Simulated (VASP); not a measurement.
# Ta4Al5N9 in VASP: a series of runs

Ta4Al5N9 is run at these levels: PBE; tasks: single point.

All numbers are computed with VASP 6.6.1; they aren't measurements. Logs are shortened: lines on timing, memory, paths and dates and some standing lists are left out, and cuts for length are marked.

**1. The cell of the first run**

The cell holds a disordered packing, 18 atoms: a = 5.705 Å, b = 6.301 Å, c = 5.766 Å, α = 87.31°, β = 90.43°, γ = 91.07°.

**2. Single point, PBE**

The input, INCAR:

```
  PREC = Accurate
  ENCUT = 520
  EDIFF = 1E-6
  ISMEAR = -1
  SIGMA = 0.1379
  LREAL = Auto
  LASPH = T
  NELM = 60
  ALGO = Normal
  ISIF = 2
  LWAVE = F
  LCHARG = T
  GGA = PE
  LELF = T
  LVHAR = T
  NBANDS = 67
  ISYM = 0
```

The input, KPOINTS:

```
Automatic mesh
0
Gamma
  1 1 1
  0.25 0.25 0.25
```

The input, POSCAR:

```
Ta4Al5N9
1.0
    5.7043550000     -0.0555350000     -0.0206970000
   -0.0555350000      6.2992770000      0.1411560000
   -0.0206970000      0.1411560000      5.7643950000
Al N Ta
5 9 4
Direct
    0.2240663152      0.6803202744      0.6800608237
    0.3786388157      0.0652529585      0.4916847026
    0.6925842736      0.3961598310      0.6794621256
    0.1638628225      0.8126188731      0.1702141229
    0.6602958618      0.9874096369      0.0189982381
    0.6512763755      0.2014515874      0.4727272102
    0.8340799514      0.2480621035      0.0183607297
    0.4252095205      0.4404731931      0.8112468225
    0.6666792043      0.7471616336      0.2765729815
    0.9894808682      0.8654320936      0.8689842304
    1.0102307226      0.4752467484      0.6448202830
    0.4967895026      0.8936286221      0.7470173384
    0.2250668611      0.5417908756      0.2047117132
    0.3362767413      0.0758512713      0.1457462679
    0.5126327721      0.4061986883      0.1669359193
   -0.0085486097      0.2914605605      0.3547100194
    0.8080872262      0.8777405950      0.5610033021
    0.1605329699      0.2102462844      0.8551008434
```

Potentials or basis: VASP PAW PBE potentials, release 64 (Al, N, Ta_pv).

Command:

```console
cat potpaw_PBE.64/Al/POTCAR potpaw_PBE.64/N/POTCAR potpaw_PBE.64/Ta_pv/POTCAR > POTCAR
mpirun -np 1 vasp_std > vasp.out
```

OUTCAR:

```text
PREC = Accurate
   ENCUT = 520
   EDIFF = 1E-6
   ISMEAR = -1
   LREAL = Auto
   LASPH = T
   NELM = 60
   ISIF = 2
   GGA = PE
   ISYM = 0

 ion  position               nearest neighbor table
   1  0.224  0.680  0.680-  11 1.78   8 2.03  12 2.08  10 2.13   2 2.74  17 2.77   4 3.01   4 3.04
                            18 3.10   3 3.24  16 3.40
   2  0.379  0.065  0.492-   6 1.76  12 1.91  14 2.01  18 2.65  16 2.74   1 2.74  17 2.76   4 2.76
                            15 2.88   3 2.96   5 3.24  17 3.46
   3  0.693  0.396  0.679-   8 1.74   6 1.76  11 1.88   7 2.27  16 2.66   2 2.96  15 3.00  18 3.08
                            15 3.12  17 3.14   5 3.16   1 3.24  18 3.38  17 3.44
   4  0.164  0.813  0.170-  13 1.75  14 1.91  10 2.01   2 2.76   1 3.01  18 3.03   1 3.04  17 3.09
                             5 3.13   5 3.20  15 3.27  16 3.41
   5  0.660  0.987  0.019-   7 1.90  12 1.93   9 2.07  14 2.09  10 2.24  17 2.90  15 2.95   4 3.13
                             3 3.16   4 3.20   2 3.24  17 3.28  18 3.28  18 3.31  16 3.34
   6  0.651  0.201  0.473-   3 1.76   2 1.76  16 2.12  17 2.28  15 2.28
   7  0.834  0.248  0.018-   5 1.90  18 2.12  16 2.16   3 2.27  15 2.29
   8  0.425  0.440  0.811-   3 1.74   1 2.03  18 2.08  15 2.11
   9  0.667  0.747  0.277-  17 2.02   5 2.07  15 2.42
  10  0.989  0.865  0.869-   4 2.01  17 2.05   1 2.13   5 2.24  18 2.36
  11  0.010  0.475  0.645-   1 1.78   3 1.88  16 2.08  18 2.20
  12  0.497  0.894  0.747-   2 1.91   5 1.93   1 2.08  17 2.09
  13  0.225  0.542  0.205-   4 1.75  15 1.88  16 2.20
  14  0.336  0.076  0.146-   4 1.91   2 2.01   5 2.09  18 2.10  15 2.30
  15  0.513  0.406  0.167-  13 1.88   8 2.11   6 2.28   7 2.29  14 2.30   9 2.42   2 2.88   5 2.95
                            18 2.98   3 3.00  16 3.02   3 3.12  16 3.23   4 3.27
  16  0.991  0.291  0.355-  11 2.08   6 2.12   7 2.16  13 2.20   3 2.66   2 2.74  17 2.99  15 3.02
                            18 3.06  18 3.11  15 3.23   5 3.34   1 3.40   4 3.41
  17  0.808  0.878  0.561-   9 2.02  10 2.05  12 2.09   6 2.28   2 2.76   1 2.77   5 2.90  16 2.99
                             4 3.09   3 3.14   5 3.28  18 3.38   3 3.44   2 3.46
  18  0.161  0.210  0.855-   8 2.08  14 2.10   7 2.12  11 2.20  10 2.36   2 2.65  15 2.98   4 3.03
                            16 3.06   3 3.08   1 3.10  16 3.11   5 3.28   5 3.31   3 3.38  17 3.38

IMPORTANT INFORMATION: All symmetrisations will be switched off!
NOSYMM: (Re-)initialisation of all symmetry stuff for point group C_1.

----------------------------------------------------------------------------------------

                                     Primitive cell

  volume of cell :     207.0000

  direct lattice vectors                    reciprocal lattice vectors
     5.704355000 -0.055535000 -0.020697000     0.175321724  0.001532387  0.000591966
    -0.055535000  6.299277000  0.141156000     0.001532387  0.158848928 -0.003884321
    -0.020697000  0.141156000  5.764395000     0.000591966 -0.003884321  0.173575986

  length of vectors
     5.704662871  6.301103068  5.766160169     0.175329420  0.158903801  0.173620452

[... 104 lines left out ...]
   EFERMI_NEDOS =   21; number of points for ismear=-14 and -15
   IALGO  =     38    algorithm
   IMIX   =      4    mixing-type and parameters
     AMIX     =   0.40;   BMIX     =  1.00
     AMIX_MAG =   1.60;   BMIX_MAG =  1.00
  volume/ion in A,a.u.               =      11.50        77.61
  Fermi-wavevector in a.u.,A,eV,Ry     =   1.301455  2.459393 23.045347  1.693785
  Thomas-Fermi vector in A             =   2.432588
   LORBIT       =      0    0 simple, 1 ext, 2 COOP (PROOUT), +10 PAW based schemes
   GGA     = PE    functional components
   LHFCALC =     F    Hartree Fock is set to
   AEXX    =    0.0000 exact exchange contribution
   IVDW    =     0    specifies the selected vdW correction
   LEPSILON=     F    determine dielectric tensor
   LRPA    =     F    only Hartree local field effects (RPA)
 non-spin polarized calculation
  energy-cutoff  :      520.00
  volume of cell :      207.00
 maximum number of plane-waves:      5572
 NGX is ok and might be reduce to    42
   NGX = 21   NGY = 23   NGZ = 21

 number of electron     104.0000001 magnetization

 Free energy of the ion-electron system (eV)
  ---------------------------------------------------
  ext. energy  EPLUGINS =         0.00000000
  ---------------------------------------------------
  free energy    TOTEN  =      -151.51006088 eV

  energy without entropy =     -151.22524362  energy(sigma->0) =     -151.36765225

 E-fermi :   7.7091     XC(G=0): -11.6098

 val. band max:        7.4977547805   @ k =   0.2500   0.2500   0.2500
 cond. band min:       7.9467519572   @ k =   0.2500   0.2500   0.2500
 fundamental gap:      0.4489971767
 Fermi energy:         7.7090562591

 k-point     1 :       0.2500    0.2500    0.2500
  band No.  band energies     occupation
      1     -28.3729      2.00000
      2     -28.3473      2.00000
      3     -28.2091      2.00000
      4     -28.1766      2.00000
      5     -28.0720      2.00000
      6     -27.9978      2.00000
[... 56 lines left out ...]
     63      10.5741      0.00000
     64      10.7396      0.00000
 [bands above 64 left out]

------------------------ aborting loop because EDIFF is reached ----------------------------------------

  FORCE on cell =-STRESS in cart. coord.  units (eV):
  Direction    XX          YY          ZZ          XY          YZ          ZX
  --------------------------------------------------------------------------------------
  -------------------------------------------------------------------------------------
  Total        6.6772039      1.1974892      8.4864237     -3.4082002      4.1943143    -11.7529675
  in kB       51.6814734      9.2685511     65.6848117    -26.3794264     32.4639396    -90.9678197
  external PRESSURE =      42.2116121 kB  Pullay stress =       0.0000000 kB

 VOLUME and BASIS-vectors are now :
 -----------------------------------------------------------------------------
  energy-cutoff  :      520.00
  volume of cell :      207.00
      direct lattice vectors                 reciprocal lattice vectors
     5.704355000 -0.055535000 -0.020697000     0.175321724  0.001532387  0.000591966
    -0.055535000  6.299277000  0.141156000     0.001532387  0.158848928 -0.003884321
    -0.020697000  0.141156000  5.764395000     0.000591966 -0.003884321  0.173575986

 POSITION                                       TOTAL-FORCE (eV/Angst)
 -----------------------------------------------------------------------------------
      1.22630      4.36908      4.01153         2.069947      1.170240      1.129270
      2.14609      0.45942      2.83564        -1.925265     -1.511268     -1.000684
      3.91468      2.55297      3.95827         1.784078      0.907828      2.537512
      0.88608      5.13384      1.09250        -1.823181      1.635559     -0.108995
      3.71133      6.18598      0.23523         0.109048     -2.512139      0.687009
      3.69414      1.29956      2.73994         2.536771     -0.158655     -2.139070
[... 10 lines left out ...]
      4.54926      5.56344      3.34102         0.633492      0.938948     -2.687706
      0.88636      1.43619      4.95549        -1.991526      0.743041      0.111254
 -----------------------------------------------------------------------------------
    total drift:                                0.004343      0.005933      0.000630

  FREE ENERGIE OF THE ION-ELECTRON SYSTEM (eV)
  ---------------------------------------------------
  free  energy   TOTEN  =      -151.5100608841 eV

  energy  without entropy=     -151.2252436248  energy(sigma->0) =     -151.36765225
```

OSZICAR:

```text
N       E                     dE             d eps       ncg     rms          rms(c)
DAV:   1     0.800053653893E+03    0.80005E+03   -0.53616E+04   134   0.150E+03
DAV:   2    -0.117204691316E+03   -0.91726E+03   -0.88616E+03   161   0.402E+02
DAV:   3    -0.179397441396E+03   -0.62193E+02   -0.61469E+02   164   0.103E+02
DAV:   4    -0.180807498134E+03   -0.14101E+01   -0.14001E+01   164   0.159E+01
DAV:   5    -0.180843232393E+03   -0.35734E-01   -0.35682E-01   164   0.237E+00    0.506E+01
DAV:   6    -0.152370274764E+03    0.28473E+02   -0.16088E+02   172   0.462E+01    0.198E+01
DAV:   7    -0.151781996893E+03    0.58828E+00   -0.15888E+01   164   0.148E+01    0.137E+01
DAV:   8    -0.151541896601E+03    0.24010E+00   -0.16324E+00   172   0.598E+00    0.407E+00
DAV:   9    -0.151511981997E+03    0.29915E-01   -0.29329E-01   164   0.264E+00    0.776E-01
DAV:  10    -0.151510356977E+03    0.16250E-02   -0.73752E-02   148   0.135E+00    0.523E-01
DAV:  11    -0.151509633799E+03    0.72318E-03   -0.11048E-02   164   0.506E-01    0.357E-01
DAV:  12    -0.151510037388E+03   -0.40359E-03   -0.31396E-03   164   0.263E-01    0.153E-01
DAV:  13    -0.151510058901E+03   -0.21514E-04   -0.69571E-04   164   0.141E-01    0.509E-02
DAV:  14    -0.151510064834E+03   -0.59325E-05   -0.34146E-04   156   0.802E-02    0.251E-02
DAV:  15    -0.151510061167E+03    0.36671E-05   -0.38849E-05   164   0.348E-02    0.164E-02
DAV:  16    -0.151510060749E+03    0.41780E-06   -0.22523E-05   156   0.202E-02    0.797E-03
DAV:  17    -0.151510060884E+03   -0.13522E-06   -0.34324E-06   116   0.989E-03
   1 F= -.15151006E+03 E0= -.15136765E+03  d E =-.284817E+00
```

stdout:

```text
POSCAR found type information on POSCAR AlN Ta
 POSCAR found :  3 types and      18 ions
 scaLAPACK will be used
 LDA part: xc-table for (Slater+PW92), standard interpolation
 POSCAR, INCAR and KPOINTS ok, starting setup
 FFT: planning ... GRIDC
 FFT: planning ... GRID_SOFT
 FFT: planning ... GRID
 WAVECAR not read
 entering main loop
```

It took 42 s on 1 thread of Intel Xeon Platinum 8488C (Sapphire Rapids), shared host; peak memory 0.29 GiB.

Results:

```yaml
Free_energy: -151.5101 eV
Pressure: 4.2 GPa
Largest_force: 3.366 eV/Å
```

Forces on the atoms (eV/Å):
```
Al   2.070  1.170  1.129
Al  -1.925 -1.511 -1.001
Al   1.784  0.908  2.538
Al  -1.823  1.636 -0.109
Al   0.109 -2.512  0.687
N    2.537 -0.159 -2.139
N   -0.655  0.693 -0.048
N   -0.484  0.625  0.268
N    0.636 -0.389  0.196
N    1.521  0.101  0.922
N   -2.653 -1.658 -1.242
N   -1.229  0.212  0.373
N   -1.616 -1.594  0.786
N    0.386  0.642  0.676
Ta   0.827  0.235  0.130
Ta   1.874 -0.080 -0.590
Ta   0.633  0.939 -2.688
Ta  -1.992  0.743  0.111
```

Stress tensor (GPa, compression positive):
```
 5.17 -2.64 -9.10
-2.64  0.93  3.25
-9.10  3.25  6.57
```

Levels at points of the mesh, in eV from the Fermi level:
```csv
k point,band 49,band 50,band 51,band 52,band 53,band 54,band 55,band 56
"(0.25, 0.25, 0.25)",-2.01,-1.42,-0.94,-0.21,0.24,0.50,0.95,1.26
```

Caveat: the k points lie up to 1.10 Å⁻¹ apart, too coarse for converged energies, forces and pressures; the atoms stand as in a frame of molecular dynamics; spin-orbit coupling is left out, which moves the levels of the heavy elements.

**3. Single point, PBE**

The input, INCAR:

```
  PREC = Accurate
  ENCUT = 520
  EDIFF = 1E-6
  ISMEAR = -1
  SIGMA = 0.1379
  LREAL = Auto
  LASPH = True
  NELM = 80
  ALGO = Normal
  ISIF = 2
  LWAVE = False
  LCHARG = False
  GGA = PE
  ISYM = 0
  NBANDS = 67
```

KPOINTS is that of step 2.

The input, POSCAR:

```
Ta4Al5N9
1.0
    5.7043550000     -0.0555350000     -0.0206970000
   -0.0555350000      6.2992770000      0.1411560000
   -0.0206970000      0.1411560000      5.7643950000
Al N Ta
5 9 4
Direct
    0.2432499162      0.6584308505      0.7423741916
    0.3559791771      0.0279709459      0.4894058152
    0.6862704651      0.3491376244      0.7224235795
    0.0865247899      0.7929142761      0.1941645560
    0.5928138544      0.9439602740      0.0325574170
    0.6196245564      0.1939445674      0.4850328491
    0.7742000061      0.2217435542      0.0416073472
    0.3992035935      0.4057490656      0.8313639856
    0.6348987719      0.7134396714      0.2392671234
    1.0144217103      0.8450395281      0.8864224410
    0.9805975787      0.4739387635      0.6278934958
    0.5188300866      0.8612703953      0.7182368214
    0.1599025395      0.5150083194      0.1533489618
    0.2904802814      0.0858519945      0.1688580582
    0.4798027443      0.4262348402      0.1958366615
   -0.0153242147      0.2625030140      0.3478829885
    0.8203359552      0.8444253451      0.5447816795
    0.1297739558      0.1965477126      0.8682628520
```

Potentials or basis: VASP PAW PBE potentials, release 64 (Al, N, Ta_pv).

Command:

```console
cat potpaw_PBE.64/Al/POTCAR potpaw_PBE.64/N/POTCAR potpaw_PBE.64/Ta_pv/POTCAR > POTCAR
mpirun -np 1 vasp_std > vasp.out
```

Run time: 42 s. Hardware: 1 thread of Intel Xeon Platinum 8488C (Sapphire Rapids), shared host; peak memory 0.29 GiB.

It converged, with:

```
Free energy   : -152.0970 eV
Pressure      : 1.4 GPa
Largest force : 3.806 eV/Å
```

Forces in eV/Å, atoms in the order of the input:
```
Al  -1.016 -0.035  0.273
Al  -0.328 -0.022  0.424
Al   0.919  0.476  2.194
Al   0.274  0.368 -0.869
Al   0.519  1.116 -0.674
N    2.178  0.594 -3.065
N    0.153 -0.052 -1.151
N    1.790  1.072 -0.314
N    0.554  0.003  1.652
N    0.252  1.167 -2.630
N   -1.020 -0.340 -0.340
N   -2.129 -1.176  1.719
N   -1.419 -1.363  1.255
N    0.606 -1.217 -0.515
Ta   1.908 -1.487 -0.648
Ta  -1.649  0.150  0.618
Ta   0.729  0.560  2.230
Ta  -2.322  0.187 -0.160
```

Stress tensor (GPa, compression positive):
```
 5.03 -2.28 -8.03
-2.28 -6.21 -1.51
-8.03 -1.51  5.27
```

Levels at points of the mesh, in eV from the Fermi level:
```
           k point  band 48  band 49  band 50  band 51  band 52  band 53  band 54  band 55  band 56  band 57
(0.25, 0.25, 0.25)    -2.14    -1.94    -1.41    -0.69    -0.18     0.18     0.72     0.94     1.25     1.47
```

Caveat: the k points lie up to 1.10 Å⁻¹ apart, too coarse for converged energies, forces and pressures; the atoms stand as in a frame of molecular dynamics; spin-orbit coupling is left out, which moves the levels of the heavy elements.

**4. Single point, PBE**

This run uses another cell than the first one, of 11.85 Å³/atom.

The input, INCAR:

```
SYSTEM = Ta4Al5N9
ALGO = Normal
EDIFF = 1E-6
ENCUT = 520
GGA = PE
ISIF = 2
ISMEAR = 0
ISYM = 0
LASPH = .True.
LCHARG = .False.
LREAL = Auto
LWAVE = .False.
NBANDS = 67
NELM = 80
PREC = Accurate
SIGMA = 0.1
```

The input, KPOINTS:

```
Automatic mesh
0
Gamma
  2 2 2
  0.5 0.5 0.5
```

The input, POSCAR:

```
Ta4Al5N9
1.0
    5.8777111843     -0.3130769022     -0.2438169072
   -0.3477105654      6.2226547688      0.1910134076
   -0.2524113975      0.1817529548      5.8637853079
Al N Ta
5 9 4
Direct
    0.2205718425      0.6455121500      0.7071280038
    0.3300412328      0.0433210180      0.4572861442
    0.6656770059      0.3574747375      0.7420966934
    0.0322743223      0.7804988637      0.1676551839
    0.5597988519      0.9426786868      0.0084198256
    0.5866064331      0.2625159992      0.4444867047
    0.7789091580      0.1929570778      0.0115235623
    0.3851821759      0.4136797986      0.8393566552
    0.6734403113      0.7107428629      0.2010435257
    0.0139664189      0.8371153869      0.8398824671
    0.9567723548      0.4544535816      0.6466107653
    0.4825377054      0.8571245758      0.6820571669
    0.1567645221      0.5109022313      0.2366215547
    0.2956616932      0.0338820319      0.1316060687
    0.4536292963      0.4432794127      0.1807828809
    0.9206473378      0.2528348290      0.3737756590
    0.8048903815      0.8392306112      0.5596630730
    0.0844011288      0.1758229579      0.8508793984
```

Command:

```console
cat potpaw_PBE.64/Al/POTCAR potpaw_PBE.64/N/POTCAR potpaw_PBE.64/Ta_pv/POTCAR > POTCAR
mpirun -np 1 vasp_std > vasp.out
```

It took 100 s on 1 thread of Intel Xeon Platinum 8488C (Sapphire Rapids), shared host; peak memory 0.33 GiB.

It converged, with:

| Quantity | Value |
| --- | --- |
| Free energy | -155.0216 eV |
| Pressure | 0.2 GPa |
| Largest force | 0.126 eV/Å |
| Band gap on the k mesh | 0.64 eV (least direct gap 0.75 eV) |

Forces on the atoms (eV/Å):
```
Al   0.014 -0.003  0.019
Al   0.011  0.006 -0.013
Al  -0.025  0.012  0.001
Al   0.000 -0.012 -0.011
Al  -0.009  0.005  0.005
N   -0.007 -0.037  0.075
N   -0.031 -0.022 -0.034
N    0.036  0.017 -0.061
N    0.039  0.064 -0.025
N    0.048 -0.030  0.064
N   -0.005  0.025 -0.005
N   -0.041  0.008  0.015
N   -0.105  0.067  0.013
N    0.029 -0.028  0.025
Ta   0.052 -0.051 -0.012
Ta   0.017 -0.024 -0.003
Ta  -0.013  0.009 -0.053
Ta  -0.010 -0.006  0.001
```

Levels at points of the mesh, in eV from the valence-band top:
```csv
k point,band 49,band 50,band 51,band 52,band 53,band 54,band 55,band 56
"(0.25, 0.25, 0.25)",-1.91,-0.96,-0.54,-0.05,0.90,1.19,1.57,1.66
```

Caveat: spin-orbit coupling is left out, which moves the levels of the heavy elements.

**5. Overview**

```tsv
cell	k mesh	smearing	pressure (GPa)	largest force (eV/Å)
a = 5.705, b = 6.301, c = 5.766 Å, angles 87.3, 90.4, 91.1°, 18 atoms, atomic positions A	1 × 1 × 1, shifted	fermi-dirac 0.1379 eV	4.2	3.37
a = 5.705, b = 6.301, c = 5.766 Å, angles 87.3, 90.4, 91.1°, 18 atoms, atomic positions B	1 × 1 × 1, shifted	fermi-dirac 0.1379 eV	1.4	3.81
a = 5.891, b = 6.235, c = 5.872 Å, angles 86.3, 94.9, 96.3°, 18 atoms, atomic positions C	2 × 2 × 2, shifted	gaussian 0.1 eV	0.2	0.13
```

Alike in all rows: task single point; level PBE; potentials or basis VASP PAW PBE potentials, release 64 (Al, N, Ta_pv); no spin polarisation; cutoff (eV) 520.

Caveats: some runs use coarse meshes; spin-orbit coupling is left out, which moves the levels of the heavy elements; the atoms stand as in a frame of molecular dynamics (at least some runs).

Absolute energies hang on the potentials; compare differences alone.
